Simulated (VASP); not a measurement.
Here is a VASP 6.6.1 calculation.

File POSCAR:

```
PtSe
1.0
    0.0000000000      3.0374472300      3.0374472300
    3.0374472300      0.0000000000      3.0374472300
    3.0374472300      3.0374472300      0.0000000000
Pt Se
1 1
Direct
    0.0000000000      0.0000000000      0.0000000000
    0.2500000000      0.2500000000      0.2500000000
```

File INCAR.step1:

```
  ALGO = Normal
  EDIFF = 1E-5
  ENCUT = 520
  GGA = PE
  ISIF = 2
  ISMEAR = -1
  LASPH = True
  LREAL = False
  LWAVE = True
  NBANDS = 15
  NELM = 60
  PREC = Accurate
  SIGMA = 0.05
```

File INCAR.step2:

```
  AEXX = 0.25
  ALGO = Normal
  EDIFF = 1E-6
  ENCUT = 520
  GGA = PS
  ISIF = 2
  ISMEAR = -1
  ISTART = 1
  LASPH = True
  LCHARG = True
  LELF = True
  LHFCALC = True
  LREAL = False
  LVHAR = True
  LWAVE = False
  NBANDS = 15
  NELM = 60
  PREC = Accurate
  PRECFOCK = Normal
  SIGMA = 0.05
```

The input KPOINTS:

```
k-points
0
Gamma
  4 4 4
```

Potentials or basis: VASP PAW PBE potentials, release 64 (Pt, Se).

Launch:

```sh
$ cat potpaw_PBE.64/Pt/POTCAR potpaw_PBE.64/Se/POTCAR > POTCAR
$ cp INCAR.step1 INCAR
$ mpirun -np 1 vasp_std > vasp.out
$ cp INCAR.step2 INCAR
$ mpirun -np 1 vasp_std > vasp.out
```

Problem. Estimate the pressure.

Solution. -16.1 GPa.

Problem. Predict the band gap on the k mesh.

Solution. Zero (bands 8 and 9 overlap by 3.80 eV).

Caveat: the k points lie up to 0.45 Å⁻¹ apart, too coarse for converged energies and pressures of a metal; the PAW data sets were made with another functional, which shifts forces and pressure a little; spin-orbit coupling is left out, which moves the levels of the heavy elements.
